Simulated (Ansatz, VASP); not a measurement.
MgB2: VASP beside Ansatz

```
Mg B
1.0
     3.08500    0.00000    0.00000
    -1.54250    2.67169    0.00000
     0.00000    0.00000    3.52300
Mg B
1 2
Direct
  0.00000 0.00000 0.00000
  0.33333 0.66667 0.50000
  0.66667 0.33333 0.50000
```

Alike in both runs: task relaxation of cell and atoms; functional r2SCAN; k mesh 18 × 18 × 12; occupations gaussian, width 0.1 eV; no spin polarisation.

|  | VASP | Ansatz |
| --- | --- | --- |
| version | VASP 6.6.1 | Ansatz 0.2.0 |
| potentials or method | VASP PAW PBE potentials, release 64 (Mg, B), cutoff 600 eV | scalar-relativistic, plane waves, PAW |
| valence electrons in the cell | 8 | 16 |

VASP gave:

```
gap on the k mesh at the Fermi level, each at its own relaxed structure (eV) : none
relaxed volume (Å³/atom)                                                     : 9.51
relaxed length of the cell vector where the two differ most in proportion (Å)              : 3.501
```

Task: Estimate Ansatz's values.

Result: gap on the k mesh at the Fermi level, each at its own relaxed structure (eV): none; relaxed volume (Å³/atom): 9.54; relaxed length of the cell vector where the two differ most in proportion (Å): 3.508.

VASP's potentials were made for PBE, not for r2SCAN. A gap of «none» marks a metal or a gap that the smearing closes. VASP's potentials hold 8 valence electrons a cell and Ansatz's 16, so a difference there can come from the potentials and not from the codes.
